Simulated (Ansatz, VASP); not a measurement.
# Ge2Sb2Te5 in VASP and in Ansatz

The input INCAR:

```
SYSTEM = Ge2Sb2Te5
  ALGO = Normal
  EDIFF = 1E-6
  ENCUT = 520
  GGA = PE
  ISIF = 2
  ISMEAR = 0
  LASPH = .TRUE.
  LCHARG = .FALSE.
  LREAL = .FALSE.
  LWAVE = .FALSE.
  NBANDS = 44
  NELM = 80
  PREC = Accurate
  SIGMA = 0.03
```

KPOINTS

```
k-points
0
G
  12 12 2
  0 0 0
```

The input POSCAR:

```
Ge2Sb2Te5
1.0
    4.3500079310      0.0000000000      0.0000000000
   -2.1750039655      3.7672173749      0.0000000000
    0.0000000000      0.0000000000     17.3804566884
Ge Sb Te
2 2 5
Direct
    0.0000000000      0.0000000000      0.3313200918
    0.0000000000      0.0000000000      0.6686799082
    0.3333333333      0.6666666667      0.1120971408
    0.6666666667      0.3333333333      0.8879028592
    0.0000000000      0.0000000000      0.0000000000
    0.3333333333      0.6666666667      0.7914345914
    0.6666666667      0.3333333333      0.2085654086
    0.3333333333      0.6666666667      0.4096023866
    0.6666666667      0.3333333333      0.5903976134
```

Input for Ansatz:

```yaml
crystal:
  lattice:
    - [4.350007931, 0.0, 0.0]
    - [-2.1750039655, 3.7672173749, 0.0]
    - [0.0, 0.0, 17.3804566884]
  atoms:
    - { symbol: Ge, position: [0.0, 0.0, 0.3313200918] }
    - { symbol: Ge, position: [0.0, 0.0, 0.6686799082] }
    - { symbol: Sb, position: [0.3333333333, 0.6666666667, 0.1120971408] }
    - { symbol: Sb, position: [0.6666666667, 0.3333333333, 0.8879028592] }
    - { symbol: Te, position: [0.0, 0.0, 0.0] }
    - { symbol: Te, position: [0.3333333333, 0.6666666667, 0.7914345914] }
    - { symbol: Te, position: [0.6666666667, 0.3333333333, 0.2085654086] }
    - { symbol: Te, position: [0.3333333333, 0.6666666667, 0.4096023866] }
    - { symbol: Te, position: [0.6666666667, 0.3333333333, 0.5903976134] }
basis:
  ecutwfc: 420
kpoints:
  mp_grid: { grid: [12, 12, 2] }
hamiltonian:
  xc: pbe
scf:
  occupations: { method: gaussian, width: 0.03 }
output:
  forces: true
  stress: true
  eigenvalues: true
```

Alike in both runs: task single point; functional PBE; k mesh 12 × 12 × 2; occupations gaussian, width 0.03 eV; no spin polarisation.

|  | VASP | Ansatz |
| --- | --- | --- |
| version | VASP 6.6.1 | Ansatz 0.2.0 |
| potentials or method | VASP PAW PBE potentials, release 64 (Ge_d, Sb, Te), cutoff 520 eV | scalar-relativistic, plane waves, PAW |
| valence electrons in the cell | 68 | 138 |

VASP gave:

```
gap on the k mesh at the Fermi level (eV)                     : 0.02
least direct gap on the mesh (eV)                             : 0.10
pressure (GPa)                                                : -0.1
traceless stress, the component that is largest in VASP (GPa) : 1.23
rms of the force components (eV/Å)                            : 0.057
```

Task: What did Ansatz give for the same quantities?

Result: gap on the k mesh at the Fermi level (eV): 0.03; least direct gap on the mesh (eV): 0.11; pressure (GPa): -0.1; traceless stress, the component that is largest in VASP (GPa): 1.24; rms of the force components (eV/Å): 0.051.

Atom by atom the forces differ by 0.008 eV/Å (rms over components). VASP's potentials hold 68 valence electrons a cell and Ansatz's 138, so a difference there can come from the potentials and not from the codes.

Neither program's run includes spin-orbit coupling.
